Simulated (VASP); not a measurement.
# In3Sb (Pm-3m) in VASP: further runs, part 2 of 2

VASP 6.6.1. Earlier steps stand in the parts before.

### 4 Single point, PBEsol

INCAR

```
PREC = Accurate ; ENCUT = 520
EDIFF = 1E-6 ; ISMEAR = 0
SIGMA = 0.05 ; LREAL = F
LASPH = T ; NELM = 80
ALGO = Normal ; ISIF = 2
LWAVE = F ; LCHARG = T
GGA = PS ; LELF = T
LVHAR = T ; NBANDS = 30
```

KPOINTS

```
Automatic mesh
0
Gamma
  5 5 5
```

POSCAR

```
In3Sb
1.0
    4.8369620000      0.0000000000      0.0000000000
    0.0000000000      4.8369620000      0.0000000000
    0.0000000000      0.0000000000      4.8369620000
In Sb
3 1
Direct
    0.5000000000      0.5000000000      0.0000000000
    0.5000000000      0.0000000000      0.5000000000
    0.0000000000      0.5000000000      0.5000000000
    0.0000000000      0.0000000000      0.0000000000
```

Potentials or basis: VASP PAW PBE potentials, release 64 (In_d, Sb).

The run is started by

```
$ cat potpaw_PBE.64/In_d/POTCAR potpaw_PBE.64/Sb/POTCAR > POTCAR
$ mpirun -np 1 vasp_std > vasp.out
```

OUTCAR:

```text
PREC = Accurate
   ENCUT = 520
   EDIFF = 1E-6
   ISMEAR = 0
   LREAL = F
   LASPH = T
   NELM = 80
   ISIF = 2
   GGA = PS

 ion  position               nearest neighbor table
   1  0.500  0.500  0.000-   2 3.42   3 3.42   4 3.42   2 3.42   3 3.42   2 3.42   4 3.42   2 3.42
                             3 3.42   4 3.42   3 3.42   4 3.42
   2  0.500  0.000  0.500-   1 3.42   3 3.42   4 3.42   1 3.42   4 3.42   1 3.42   3 3.42   1 3.42
                             3 3.42   4 3.42   4 3.42   3 3.42
   3  0.000  0.500  0.500-   1 3.42   2 3.42   4 3.42   1 3.42   4 3.42   2 3.42   4 3.42   4 3.42
                             1 3.42   2 3.42   1 3.42   2 3.42
   4  0.000  0.000  0.000-   1 3.42   2 3.42   3 3.42   2 3.42   3 3.42   1 3.42   3 3.42   3 3.42
                             1 3.42   2 3.42   2 3.42   1 3.42

  LATTYP: Found a simple cubic cell.
 ALAT       =     4.8369620000

  Lattice vectors:

 A1 = (   4.8369620000,   0.0000000000,   0.0000000000)
 A2 = (   0.0000000000,   4.8369620000,   0.0000000000)
 A3 = (   0.0000000000,   0.0000000000,   4.8369620000)

Analysis of symmetry for initial positions (statically):
=====================================================================
 Subroutine PRICEL returns:
 Original cell was already a primitive cell.

 Routine SETGRP: Setting up the symmetry group for a
 simple cubic supercell.

 Subroutine GETGRP returns: Found 48 space group operations
 (whereof 48 operations were pure point group operations)
 out of a pool of 48 trial point group operations.

The static configuration has the point symmetry O_h .

Analysis of symmetry for dynamics (positions and initial velocities):
=====================================================================
 Subroutine PRICEL returns:
 Original cell was already a primitive cell.

 Routine SETGRP: Setting up the symmetry group for a
 simple cubic supercell.

 Subroutine GETGRP returns: Found 48 space group operations
 (whereof 48 operations were pure point group operations)
 out of a pool of 48 trial point group operations.
[... 110 lines left out ...]
     AMIX_MAG =   1.60;   BMIX_MAG =  1.00
  volume/ion in A,a.u.               =      28.29       190.92
  Fermi-wavevector in a.u.,A,eV,Ry     =   1.194867  2.257972 19.425148  1.427708
  Thomas-Fermi vector in A             =   2.330847
   LORBIT       =      0    0 simple, 1 ext, 2 COOP (PROOUT), +10 PAW based schemes
   GGA     = PS    functional components
   LHFCALC =     F    Hartree Fock is set to
   AEXX    =    0.0000 exact exchange contribution
   IVDW    =     0    specifies the selected vdW correction
   LEPSILON=     F    determine dielectric tensor
   LRPA    =     F    only Hartree local field effects (RPA)
 non-spin polarized calculation
 Gauss-broadening in eV      SIGMA  =   0.05
  energy-cutoff  :      520.00
  volume of cell :      113.17
 maximum number of plane-waves:      3064
 NGX is ok and might be reduce to    36
   NGX = 17   NGY = 17   NGZ = 17

 number of electron      43.9999994 magnetization

 Free energy of the ion-electron system (eV)
  ---------------------------------------------------
  ext. energy  EPLUGINS =         0.00000000
  ---------------------------------------------------
  free energy    TOTEN  =       -13.22770454 eV

  energy without entropy =      -13.21696781  energy(sigma->0) =      -13.22233617

 E-fermi :   6.7697     XC(G=0): -10.0460

 val. band max:        6.7609540802   @ k =   0.4000   0.2000   0.2000
 cond. band min:       6.7708391009   @ k =   0.4000   0.4000   0.2000
 fundamental gap:      0.0098850207
 Fermi energy:         6.7696967181

 k-point     1 :       0.0000    0.0000    0.0000
  band No.  band energies     occupation
      1      -7.8160      2.00000
      2      -7.8139      2.00000
      3      -7.8139      2.00000
      4      -7.8139      2.00000
      5      -7.6814      2.00000
      6      -7.6814      2.00000
[... 319 lines left out ...]
     29      13.8105      0.00000
     30      14.3175      0.00000

------------------------ aborting loop because EDIFF is reached ----------------------------------------

  FORCE on cell =-STRESS in cart. coord.  units (eV):
  Direction    XX          YY          ZZ          XY          YZ          ZX
  --------------------------------------------------------------------------------------
  -------------------------------------------------------------------------------------
  Total       -1.4316222     -1.4316222     -1.4316222     -0.0000000     -0.0000000      0.0000000
  in kB      -20.2684709    -20.2684709    -20.2684709     -0.0000000     -0.0000000      0.0000000
  external PRESSURE =     -20.2684709 kB  Pullay stress =       0.0000000 kB

 VOLUME and BASIS-vectors are now :
 -----------------------------------------------------------------------------
  energy-cutoff  :      520.00
  volume of cell :      113.17
      direct lattice vectors                 reciprocal lattice vectors
     4.836962000  0.000000000  0.000000000     0.206741339  0.000000000  0.000000000
     0.000000000  4.836962000  0.000000000     0.000000000  0.206741339  0.000000000
     0.000000000  0.000000000  4.836962000     0.000000000  0.000000000  0.206741339

 POSITION                                       TOTAL-FORCE (eV/Angst)
 -----------------------------------------------------------------------------------
      2.41848      2.41848      0.00000         0.000000      0.000000      0.000000
      2.41848      0.00000      2.41848         0.000000      0.000000      0.000000
      0.00000      2.41848      2.41848         0.000000      0.000000      0.000000
      0.00000      0.00000      0.00000         0.000000      0.000000      0.000000
 -----------------------------------------------------------------------------------
    total drift:                                0.000000      0.000000      0.000000

  FREE ENERGIE OF THE ION-ELECTRON SYSTEM (eV)
  ---------------------------------------------------
  free  energy   TOTEN  =       -13.2277045415 eV

  energy  without entropy=      -13.2169678061  energy(sigma->0) =      -13.22233617
```

OSZICAR:

```text
N       E                     dE             d eps       ncg     rms          rms(c)
DAV:   1     0.381201078061E+03    0.38120E+03   -0.20305E+04   600   0.177E+03
DAV:   2     0.212778062717E+02   -0.35992E+03   -0.35330E+03   606   0.425E+02
DAV:   3    -0.119560281609E+02   -0.33234E+02   -0.32449E+02   700   0.150E+02
DAV:   4    -0.132988799889E+02   -0.13429E+01   -0.13397E+01   718   0.323E+01
DAV:   5    -0.133758367545E+02   -0.76957E-01   -0.76953E-01   886   0.637E+00    0.373E+00
DAV:   6    -0.132433791320E+02    0.13246E+00   -0.39098E-01   780   0.622E+00    0.206E+00
DAV:   7    -0.132312505230E+02    0.12129E-01   -0.47990E-02   702   0.171E+00    0.806E-01
DAV:   8    -0.132281379875E+02    0.31125E-02   -0.50325E-03   832   0.479E-01    0.243E-01
DAV:   9    -0.132277255233E+02    0.41246E-03   -0.59194E-04   686   0.263E-01    0.632E-02
DAV:  10    -0.132277068696E+02    0.18654E-04   -0.69457E-05   784   0.632E-02    0.185E-02
DAV:  11    -0.132277048333E+02    0.20364E-05   -0.18535E-05   728   0.414E-02    0.642E-03
DAV:  12    -0.132277045415E+02    0.29177E-06   -0.27060E-06   592   0.921E-03
   1 F= -.13227705E+02 E0= -.13222336E+02  d E =-.107367E-01
```

It took 48 s on 1 thread of Intel Xeon 8259CL, shared host; peak memory 0.21 GiB.

What came out:

| Item | Value |
| --- | --- |
| Free energy | -13.2277 eV |
| Pressure | -2.0 GPa |
| Band gap on the k mesh | zero (bands 22 and 23 overlap by 2.10 eV) |

Caveat: the PAW data sets were made with another functional, which shifts forces and pressure a little; spin-orbit coupling is left out, which moves the levels of the heavy elements.

### 5 Single point, PBEsol

INCAR

```
  PREC = Accurate
  ENCUT = 520
  EDIFF = 1E-7
  ISMEAR = 0
  SIGMA = 0.1
  LREAL = False
  LASPH = True
  NELM = 80
  ALGO = Normal
  ISIF = 2
  LWAVE = False
  LCHARG = True
  GGA = PS
  LELF = True
  LVHAR = True
  NBANDS = 30
```

KPOINTS

```
regular mesh
0
Gamma
  5 5 5
```

POSCAR is that of step 4.

The run is started by

```
$ cat potpaw_PBE.64/In_d/POTCAR potpaw_PBE.64/Sb/POTCAR > POTCAR
$ mpirun -np 1 vasp_std > vasp.out
```

It took 54 s on 1 thread of Intel Xeon 8259CL, shared host; peak memory 0.21 GiB.

It converged, with:

```
Free energy            : -13.2391 eV
Pressure               : -2.0 GPa
Band gap on the k mesh : zero (bands 22 and 23 overlap by 2.09 eV)
```

Levels at points of the mesh, in eV from the Fermi level:
```
           k point  band 19  band 20  band 21  band 22  band 23  band 24  band 25  band 26
(0.00, 0.00, 0.00)    -2.84    -2.84    -2.41    -2.41     2.24     2.24     2.24     3.78
```

Caveat: the PAW data sets were made with another functional, which shifts forces and pressure a little; spin-orbit coupling is left out, which moves the levels of the heavy elements.

### 6 Summary

| k mesh | smearing | gap on the mesh (eV) | pressure (GPa) |
| --- | --- | --- | --- |
| 4 × 4 × 4, shifted | gaussian 0.1 eV | none | -2.8 |
| 5 × 5 × 5 | gaussian 0.01 eV | none | -2.0 |
| 5 × 5 × 5 | gaussian 0.05 eV | none | -2.0 |
| 5 × 5 × 5 | gaussian 0.1 eV | none | -2.0 |

Alike in all rows: task single point; level PBEsol; potentials or basis VASP PAW PBE potentials, release 64 (In_d, Sb); no spin polarisation; cell as given; cutoff (eV) 520.

Caveats: the PAW data sets were made with another functional, which shifts forces and pressure a little; spin-orbit coupling is left out, which moves the levels of the heavy elements; semilocal functionals underestimate gaps, so a narrow gap can read as zero (at least some runs).

Total energies depend on the potentials used, so only differences within one code and one set of settings carry meaning.
